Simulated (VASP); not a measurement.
Write the native input for VASP 6.6.1 that does the following.

```
Task                   : single point
Functional             : RPBE
Potentials or basis    : VASP PAW PBE potentials, release 64 (Ga_d)
Cutoff                 : 520 eV
k mesh                 : 12 × 12 × 7
Occupations            : fermi-dirac, width 0.1 eV
Spin                   : no spin polarisation
Dipole correction      : no
Further INCAR settings : ALGO = Normal; EDIFF = 1e-07; NBANDS = 20
```

The structure of Ga lies in POSCAR:

```
Ga
1.0
    3.0736222921      0.0000000000      0.0000000000
   -1.5368111461      2.6618349866      0.0000000000
    0.0000000000      0.0000000000      4.8479651296
Ga
2
Direct
    0.3333333333      0.6666666667      0.2500000000
    0.6666666667      0.3333333333      0.7500000000
```

This isn't the form of Ga at room conditions, which is orthorhombic.

The input as run:

INCAR

```
PREC = Accurate
ENCUT = 520
EDIFF = 1E-7
ISMEAR = -1
SIGMA = 0.1
LREAL = F
LASPH = T
NELM = 80
ALGO = Normal
ISIF = 2
LWAVE = F
LCHARG = T
GGA = RP
LELF = T
LVHAR = T
NBANDS = 20
```

KPOINTS

```
Automatic mesh
0
Gamma
  12 12 7
```

Potentials or basis: VASP PAW PBE potentials, release 64 (Ga_d).

Command:

```bash
$ cat potpaw_PBE.64/Ga_d/POTCAR > POTCAR
$ mpirun -np 1 vasp_std > vasp.out
```

It gave:

The pressure is 0.1 GPa. The band gap on the k mesh is zero (bands 13 and 14 overlap by 5.91 eV).

Caveat: the PAW data sets were made with another functional, which shifts forces and pressure a little.

Run time: 58 s on 1 thread of Intel Xeon 8259CL, with other jobs on the host, peak memory 0.18 GiB.
